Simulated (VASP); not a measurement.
Here is a VASP 6.6.1 calculation.

The input INCAR:

```
ALGO = Fast ; EDIFF = 1E-6
EDIFFG = -0.008 ; ENCUT = 600
GGA = PS ; IBRION = 2
ISIF = 3 ; ISMEAR = 0
LASPH = True ; LCHARG = False
LREAL = False ; LWAVE = False
NELM = 80 ; NSW = 70
PREC = Accurate ; PSTRESS = 900.0
SIGMA = 0.1
```

File KPOINTS:

```
k-points
0
Gamma
  10 10 10
```

The input POSCAR:

```
Hf2Si
1.0
   -2.9281055814      2.9281055814      2.3453645048
    2.9281055814     -2.9281055814      2.3453645048
    2.9281055814      2.9281055814     -2.3453645048
Hf Si
4 2
Direct
    0.8451825158      0.6548174842      0.5000000000
    0.3451825158      0.8451825158      0.1903650316
    0.1548174842      0.3451825158      0.5000000000
    0.6548174842      0.1548174842      0.8096349684
    0.7500000000      0.7500000000      0.0000000000
    0.2500000000      0.2500000000      0.0000000000
```

Potentials or basis: VASP PAW PBE potentials, release 64 (Hf_pv, Si).

Launch:

```bash
$ cat potpaw_PBE.64/Hf_pv/POTCAR potpaw_PBE.64/Si/POTCAR > POTCAR
$ mpirun -np 1 vasp_std > vasp.out
```

Q: What does it give for the band gap on the k mesh?

A: Zero (band 24 reaches 9.59 eV, above the bottom of band 25 at 8.42 eV).

Q: What does it give for the relaxed volume?

A: 13.05 Å³/atom.

The path:
| step | energy change (eV) | largest force (eV/Å) | pressure (GPa) | volume (Å³) |
| --- | --- | --- | --- | --- |
| 1 | 0.0000 | 0.3157 | 79.70 | 80.43 |
| 2 | 6.4585 | 0.5075 | 141.54 | 70.81 |
| 3 | 1.0278 | 0.3569 | 90.00 | 78.48 |
| 4 | 1.0792 | 0.3578 | 90.50 | 78.39 |
| 5 | 1.0941 | 0.0288 | 90.08 | 78.33 |
| 6 | 1.0967 | 0.0605 | 90.05 | 78.33 |
| 7 | 1.0776 | 0.0088 | 89.82 | 78.36 |
| 8 | 1.0807 | 0.0031 | 89.85 | 78.35 |
| 9 | 1.1430 | 0.0108 | 90.46 | 78.24 |
| 10 | 1.0951 | 0.0001 | 90.01 | 78.33 |

Caveat: the cell is relaxed towards a set pressure, so the enthalpy falls and the energy may rise; the PAW data sets were made with another functional, which shifts forces and pressure a little; spin-orbit coupling is left out, which moves the levels of the heavy elements.
